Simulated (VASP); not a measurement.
Input of a VASP 6.6.1 run:

Contents of INCAR:

```
SYSTEM = Ta2Ru
ALGO     = Fast           ! electronic algorithm
EDIFF    = 1E-6           ! SCF threshold, eV
EDIFFG   = -0.01          ! ionic threshold
ENCUT    = 600            ! plane-wave cutoff, eV
GGA      = PE             ! functional
IBRION   = 2              ! ionic algorithm
ISIF     = 3              ! what is computed and relaxed
ISMEAR   = 0              ! smearing method
LASPH    = .True.         ! aspherical terms in the spheres
LCHARG   = .False.        ! write CHGCAR
LREAL    = .False.        ! projectors in reciprocal space
LWAVE    = .False.        ! write WAVECAR
NELM     = 60             ! most SCF steps
NSW      = 100            ! ionic steps
PREC     = Accurate       ! precision mode
SIGMA    = 0.1            ! smearing width, eV
```

File KPOINTS:

```
k-points
0
Gamma
  14 14 14
  0 0 0
```

POSCAR

```
Ta2Ru
1.0
    0.0000000000      3.0803026659      3.0803026659
    3.0803026659      0.0000000000      3.0803026659
    3.0803026659      3.0803026659      0.0000000000
Ta Ru
2 1
Direct
    0.7500000000      0.7500000000      0.7500000000
    0.2500000000      0.2500000000      0.2500000000
    0.0000000000      0.0000000000      0.0000000000
```

Potentials or basis: VASP PAW PBE potentials, release 64 (Ta_pv, Ru_pv).

Run with:

```console
$ cat potpaw_PBE.64/Ta_pv/POTCAR potpaw_PBE.64/Ru_pv/POTCAR > POTCAR
$ mpirun -np 1 vasp_std > vasp.out
```

Q: Predict the relaxed cell.

A: a = 4.359 Å, b = 4.359 Å, c = 4.359 Å, α = 60.00°, β = 60.00°, γ = 60.00°.

Q: Estimate the space group after relaxing (to 0.1 Å).

A: Fm-3m (No. 225).

Q: Estimate the relaxed volume.

A: 19.52 Å³/atom.

Step by step:
| step | energy change (eV) | largest force (eV/Å) | pressure (GPa) | volume (Å³) |
| --- | --- | --- | --- | --- |
| 1 | 0.0000 | 0.0000 | 0.38 | 58.45 |
| 2 | 0.0006 | 0.0000 | -0.88 | 58.84 |
| 3 | -0.0001 | 0.0000 | 0.05 | 58.56 |
